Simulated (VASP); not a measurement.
# MgO (Periclase) (Imm2) in VASP: notebook

MgO (Periclase) is run at these levels: PBE; tasks: single point.

Everything below comes from runs of VASP 6.6.1. Logs are shortened: lines on timing, memory, paths and dates and some standing lists are left out, and cuts for length are marked.

## 1. The cell of the first run

It takes space group Imm2 (No. 44, orthorhombic). The conventional cell has a = 2.982 Å, b = 4.217 Å, c = 2.982 Å, α = 90.00°, β = 90.00°, γ = 90.00°. Mg (site symmetry mm2) has 6 O at 2.05 to 2.17 Å within 2.7 Å. O (site symmetry mm2) has 6 Mg at 2.05 to 2.17 Å within 2.7 Å.

## 2. Single point, PBE

The input, INCAR:

```
SYSTEM = MgO
PREC = Accurate
ENCUT = 520
EDIFF = 1E-6
ISMEAR = 0
SIGMA = 0.01
LREAL = .False.
LASPH = .True.
NELM = 60
ALGO = Normal
ISIF = 2
LWAVE = .False.
LCHARG = .True.
GGA = PE
LELF = .True.
LVHAR = .True.
NBANDS = 11
```

The input, KPOINTS:

```
Automatic mesh
0
Gamma
  6 6 6
  0 0 0
```

The input, POSCAR:

```
MgO
1.0
    0.0000000000      2.1085000000      2.1085000000
    2.1085000000      0.0000000000      2.1085000000
    2.1085000000      2.1085000000      0.0000000000
Mg O
1 1
Direct
    0.0000000000      0.0000000000      0.0300000000
    0.5000000000      0.5000000000      0.5000000000
```

Potentials or basis: VASP PAW PBE potentials, release 64 (Mg, O).

Launch:

```
$ cat potpaw_PBE.64/Mg/POTCAR potpaw_PBE.64/O/POTCAR > POTCAR
$ mpirun -np 1 vasp_std > vasp.out
```

OUTCAR:

```text
SYSTEM = MgO
   PREC = Accurate
   ENCUT = 520
   EDIFF = 1E-6
   ISMEAR = 0
   LREAL = .False.
   LASPH = .True.
   NELM = 60
   ISIF = 2
   GGA = PE

 ion  position               nearest neighbor table
   1  0.000  0.000  0.030-   2 2.05   2 2.05   2 2.11   2 2.11   2 2.17   2 2.17
   2  0.500  0.500  0.500-   1 2.05   1 2.05   1 2.11   1 2.11   1 2.17   1 2.17

  LATTYP: Found a face centered cubic cell.
 ALAT       =     4.2170000000

  Lattice vectors:

 A1 = (   0.0000000000,   2.1085000000,   2.1085000000)
 A2 = (   2.1085000000,   0.0000000000,   2.1085000000)
 A3 = (   2.1085000000,   2.1085000000,   0.0000000000)

Analysis of symmetry for initial positions (statically):
=====================================================================
 Subroutine PRICEL returns:
 Original cell was already a primitive cell.

 Routine SETGRP: Setting up the symmetry group for a
 face centered cubic supercell.

 Subroutine GETGRP returns: Found  4 space group operations
 (whereof  4 operations were pure point group operations)
 out of a pool of 48 trial point group operations.

The static configuration has the point symmetry C_2v.

Analysis of symmetry for dynamics (positions and initial velocities):
=====================================================================
 Subroutine PRICEL returns:
 Original cell was already a primitive cell.

 Routine SETGRP: Setting up the symmetry group for a
 face centered cubic supercell.

 Subroutine GETGRP returns: Found  4 space group operations
 (whereof  4 operations were pure point group operations)
 out of a pool of 48 trial point group operations.

The dynamic configuration has the point symmetry C_2v.

 Subroutine INISYM returns: Found  4 space group operations
 (whereof  4 operations are pure point group operations),
 and found     1 'primitive' translations

----------------------------------------------------------------------------------------

                                     Primitive cell

  volume of cell :      18.7478

  direct lattice vectors                    reciprocal lattice vectors
     0.000000000  2.108500000  2.108500000    -0.237135404  0.237135404  0.237135404
     2.108500000  0.000000000  2.108500000     0.237135404 -0.237135404  0.237135404
     2.108500000  2.108500000  0.000000000     0.237135404  0.237135404 -0.237135404

  length of vectors
     2.981869296  2.981869296  2.981869296     0.410730569  0.410730569  0.410730569

  position of ions in fractional coordinates (direct lattice)
     0.000000000  0.000000000  0.030000000
[... 88 lines left out ...]
   PSTRESS=    0.0 pullay stress
   NELECT =       8.0000    total number of electrons
   NUPDOWN=      -1.0000    fix difference up-down
   EMIN   =  10.00;   EMAX   =-10.00  energy-range for DOS
   EFERMI =   0.00;   METHOD = LEGACY
   ISMEAR =     0;   SIGMA  =   0.01  broadening in eV -4-tet -1-fermi 0-gaus
   EFERMI_NEDOS =   21; number of points for ismear=-14 and -15
   IALGO  =     38    algorithm
   IMIX   =      4    mixing-type and parameters
     AMIX     =   0.40;   BMIX     =  1.00
     AMIX_MAG =   1.60;   BMIX_MAG =  1.00
  volume/ion in A,a.u.               =       9.37        63.26
  Fermi-wavevector in a.u.,A,eV,Ry     =   1.232503  2.329092 20.668107  1.519063
  Thomas-Fermi vector in A             =   2.367270
   LORBIT       =      0    0 simple, 1 ext, 2 COOP (PROOUT), +10 PAW based schemes
   GGA     = PE    functional components
   LHFCALC =     F    Hartree Fock is set to
   AEXX    =    0.0000 exact exchange contribution
   IVDW    =     0    specifies the selected vdW correction
   LEPSILON=     F    determine dielectric tensor
   LRPA    =     F    only Hartree local field effects (RPA)
 non-spin polarized calculation
 Gauss-broadening in eV      SIGMA  =   0.01
  energy-cutoff  :      520.00
  volume of cell :       18.75
 maximum number of plane-waves:       531
 NGX is ok and might be reduce to    24
   NGX = 11   NGY = 11   NGZ = 11

 number of electron       8.0000005 magnetization

 Free energy of the ion-electron system (eV)
  ---------------------------------------------------
  ext. energy  EPLUGINS =         0.00000000
  ---------------------------------------------------
  free energy    TOTEN  =       -11.88482396 eV

  energy without entropy =      -11.88482396  energy(sigma->0) =      -11.88482396

 E-fermi :   3.1975     XC(G=0): -11.0589

 val. band max:        3.1552646758   @ k =   0.0000   0.0000   0.0000
 cond. band min:       7.8435053899   @ k =   0.0000   0.0000   0.0000
 fundamental gap:      4.6882407141
 Fermi energy:         3.1975337427

 k-point     1 :       0.0000    0.0000    0.0000
  band No.  band energies     occupation
      1     -14.0880      2.00000
      2       3.1420      2.00000
      3       3.1542      2.00000
      4       3.1553      2.00000
      5       7.8435      0.00000
      6      18.9379      0.00000
      7      18.9719      0.00000
      8      18.9881      0.00000
      9      22.8290      0.00000
     10      24.6289      0.00000
     11      24.6392      0.00000
[... 309 lines left out ...]
 k-point    24 :       0.1667    0.1667    0.3333
  band No.  band energies     occupation
      1     -13.4130      2.00000
      2       0.5407      2.00000
      3       2.2232      2.00000
      4       2.8298      2.00000
      5      10.8031      0.00000
      6      15.3733      0.00000
      7      18.8803      0.00000
      8      20.7936      0.00000
      9      21.3035      0.00000
     10      24.2869      0.00000
     11      27.3788      0.00000

 [... further k-points ...]

------------------------ aborting loop because EDIFF is reached ----------------------------------------

  FORCE on cell =-STRESS in cart. coord.  units (eV):
  Direction    XX          YY          ZZ          XY          YZ          ZX
  --------------------------------------------------------------------------------------
  -------------------------------------------------------------------------------------
  Total        0.5376397      0.5376397      0.3691087     -0.0284586      0.0000000      0.0000000
  in kB       45.9463555     45.9463555     31.5437999     -2.4320534      0.0000000      0.0000000
  external PRESSURE =      41.1455037 kB  Pullay stress =       0.0000000 kB

 VOLUME and BASIS-vectors are now :
 -----------------------------------------------------------------------------
  energy-cutoff  :      520.00
  volume of cell :       18.75
      direct lattice vectors                 reciprocal lattice vectors
     0.000000000  2.108500000  2.108500000    -0.237135404  0.237135404  0.237135404
     2.108500000  0.000000000  2.108500000     0.237135404 -0.237135404  0.237135404
     2.108500000  2.108500000  0.000000000     0.237135404  0.237135404 -0.237135404

 POSITION                                       TOTAL-FORCE (eV/Angst)
 -----------------------------------------------------------------------------------
      0.06326      0.06326      0.00000        -0.348754     -0.348754     -0.000000
      2.10850      2.10850      2.10850         0.348754      0.348754      0.000000
 -----------------------------------------------------------------------------------
    total drift:                                0.000154      0.000154     -0.000000

  FREE ENERGIE OF THE ION-ELECTRON SYSTEM (eV)
  ---------------------------------------------------
  free  energy   TOTEN  =       -11.8848239608 eV

  energy  without entropy=      -11.8848239608  energy(sigma->0) =      -11.88482396
```

OSZICAR:

```text
N       E                     dE             d eps       ncg     rms          rms(c)
DAV:   1     0.143061008544E+02    0.14306E+02   -0.43910E+03  1140   0.631E+02
DAV:   2    -0.128361460701E+02   -0.27142E+02   -0.26405E+02  1183   0.136E+02
DAV:   3    -0.134566853317E+02   -0.62054E+00   -0.61995E+00  1225   0.179E+01
DAV:   4    -0.134582794718E+02   -0.15941E-02   -0.15941E-02  1114   0.104E+00
DAV:   5    -0.134582846182E+02   -0.51464E-05   -0.51464E-05  1192   0.578E-02    0.725E+00
DAV:   6    -0.119019348352E+02    0.15563E+01   -0.88376E+00  1048   0.164E+01    0.222E+00
DAV:   7    -0.118905606500E+02    0.11374E-01   -0.60080E-02  1132   0.213E+00    0.135E+00
DAV:   8    -0.118852440165E+02    0.53166E-02   -0.28427E-02  1093   0.189E+00    0.243E-01
DAV:   9    -0.118848223838E+02    0.42163E-03   -0.73616E-04  1147   0.191E-01    0.128E-01
DAV:  10    -0.118848212494E+02    0.11344E-05   -0.46749E-04  1120   0.161E-01    0.837E-03
DAV:  11    -0.118848232710E+02   -0.20216E-05   -0.35109E-06  1177   0.174E-02    0.424E-03
DAV:  12    -0.118848239608E+02   -0.68972E-06   -0.72139E-07   716   0.720E-03
   1 F= -.11884824E+02 E0= -.11884824E+02  d E =-.637685E-12
```

stdout:

```text
POSCAR found type information on POSCAR MgO
 POSCAR found :  2 types and       2 ions
 scaLAPACK will be used
 LDA part: xc-table for (Slater+PW92), standard interpolation
 POSCAR, INCAR and KPOINTS ok, starting setup
 FFT: planning ... GRIDC
 FFT: planning ... GRID_SOFT
 FFT: planning ... GRID
 WAVECAR not read
 entering main loop
```

Wall time 13 s (1 thread of Intel Xeon Platinum 8259CL at 2.50GHz (Skylake/Cascade Lake), shared host); peak memory 0.14 GiB.

Results:

- Free energy: -11.8848 eV
- Pressure: 4.1 GPa
- Largest force: 0.493 eV/Å
- Band gap on the k mesh: 4.69 eV, direct

Forces in eV/Å, atoms in the order of the input:
```
Mg  -0.349 -0.349  0.000
O    0.349  0.349  0.000
```

Stress tensor (GPa, compression positive):
```
 4.59 -0.24  0.00
-0.24  4.59  0.00
 0.00  0.00  3.15
```

Levels at points of the mesh, in eV from the valence-band top:
| k point | band 1 | band 2 | band 3 | band 4 | band 5 | band 6 | band 7 | band 8 | band 9 |
| --- | --- | --- | --- | --- | --- | --- | --- | --- | --- |
| (0.00, 0.00, 0.00) | -17.24 | -0.01 | 0.00 | 0.00 | 4.69 | 15.78 | 15.82 | 15.83 | 19.67 |
| (0.50, 0.00, 0.00) | -15.97 | -4.60 | -0.65 | -0.64 | 7.87 | 12.52 | 16.26 | 16.32 | 20.81 |
| (0.00, 0.00, 0.50) | -15.97 | -4.59 | -0.66 | -0.64 | 7.89 | 12.55 | 16.27 | 16.30 | 20.82 |
| (0.50, 0.50, 0.00) | -15.71 | -4.06 | -1.35 | -1.34 | 9.14 | 9.89 | 13.07 | 18.89 | 19.00 |
| (0.00, 0.50, 0.50) | -15.71 | -4.06 | -1.34 | -1.34 | 9.13 | 9.88 | 13.07 | 18.92 | 18.96 |

Caveat: the k points lie up to 0.43 Å⁻¹ apart. PBE gaps usually lie below the measured ones, often by a third to a half.

## 3. Single point, PBE

The input, INCAR:

```
PREC = Accurate ; ENCUT = 520
EDIFF = 1E-7 ; ISMEAR = 0
SIGMA = 0.01 ; LREAL = F
LASPH = T ; NELM = 60
ALGO = Normal ; ISIF = 2
LWAVE = F ; LCHARG = F
GGA = PE ; NBANDS = 11
```

The input, KPOINTS:

```
Automatic mesh
0
Gamma
  6 6 6
```

POSCAR: that of step 2 with these lines changed.

```diff
@@ -8,3 +8,3 @@
 Direct
-    0.0000000000      0.0000000000      0.0300000000
+    0.0000000000      0.0000000000      0.0400000000
     0.5000000000      0.5000000000      0.5000000000
```

Potentials or basis: VASP PAW PBE potentials, release 64 (Mg, O).

Launch:

```
$ cat potpaw_PBE.64/Mg/POTCAR potpaw_PBE.64/O/POTCAR > POTCAR
$ mpirun -np 1 vasp_std > vasp.out
```

Run time: 16 s. Hardware: 1 thread of Intel Xeon Platinum 8259CL at 2.50GHz (Skylake/Cascade Lake), shared host; peak memory 0.14 GiB.

It converged, with:

- Free energy: -11.8676 eV
- Pressure: 4.7 GPa
- Largest force: 0.663 eV/Å
- Band gap on the k mesh: 4.69 eV, direct

Forces on the atoms (eV/Å):
```
Mg  -0.469 -0.469  0.000
O    0.469  0.469  0.000
```

Stress tensor (GPa, compression positive):
```
 5.58 -0.44  0.00
-0.44  5.58  0.00
 0.00  0.00  3.02
```

Levels at points of the mesh, in eV from the valence-band top:
```
           k point  band 1  band 2  band 3  band 4  band 5  band 6  band 7  band 8  band 9
(0.00, 0.00, 0.00)  -17.24   -0.02    0.00    0.00    4.69   15.79   15.85   15.87   19.66
(0.50, 0.00, 0.00)  -15.97   -4.59   -0.64   -0.62    7.87   12.48   16.25   16.36   20.79
(0.00, 0.00, 0.50)  -15.97   -4.59   -0.66   -0.64    7.90   12.53   16.26   16.32   20.81
(0.50, 0.50, 0.00)  -15.71   -4.06   -1.36   -1.33    9.17    9.86   13.08   18.87   19.06
(0.00, 0.50, 0.50)  -15.71   -4.05   -1.34   -1.34    9.15    9.85   13.08   18.92   18.99
```

Caveat: the k points lie up to 0.43 Å⁻¹ apart. As with any semilocal functional, this PBE gap is likely too small.
